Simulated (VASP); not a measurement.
MgO:

```
CELL_PARAMETERS angstrom
2.58372 0.00000 0.00000
0.00000 2.58372 0.00000
0.00000 0.00000 2.58372
ATOMIC_POSITIONS crystal
Mg 0.00000 0.00000 0.00000
O 0.50000 0.50000 0.50000
```

| Property | Result |
| --- | --- |
| Program | VASP 6.6.1 |
| Task | relaxation of cell and atoms |
| Functional | PBE |
| Potentials or basis | VASP PAW PBE potentials, release 64 (Mg_sv, O) |
| Cutoff | 840 eV |
| k mesh | 8 × 8 × 8 |
| Occupations | gaussian, width 0.1 eV |
| Spin | no spin polarisation |

At the start: pressure 14.5 GPa; volume 8.62 Å³/atom.

Q: Where does the relaxation end?

A: Over 3 steps the energy falls by 31.9 meV/atom and the volume is 9.38 Å³/atom (+8.8 %); space group Pm-3m (No. 221, to 0.1 Å) before and after.

The path:
| step | energy change (eV) | largest force (eV/Å) | pressure (GPa) | volume (Å³) |
| --- | --- | --- | --- | --- |
| 1 | 0.0000 | 0.0000 | 14.47 | 17.25 |
| 2 | -0.0582 | 0.0000 | -3.60 | 19.27 |
| 3 | -0.0639 | 0.0000 | 0.02 | 18.76 |

Final structure:
```cif
data_structure
_symmetry_space_group_name_H-M 'P 1'
_symmetry_Int_Tables_number 1
_cell_length_a 2.6572
_cell_length_b 2.6572
_cell_length_c 2.6572
_cell_angle_alpha 90.000
_cell_angle_beta 90.000
_cell_angle_gamma 90.000
_cell_volume 18.76
loop_
_atom_site_label
_atom_site_type_symbol
_atom_site_fract_x
_atom_site_fract_y
_atom_site_fract_z
_atom_site_occupancy
Mg1 Mg 0.00000 0.00000 0.00000 1
O1 O 0.50000 0.50000 0.50000 1
```
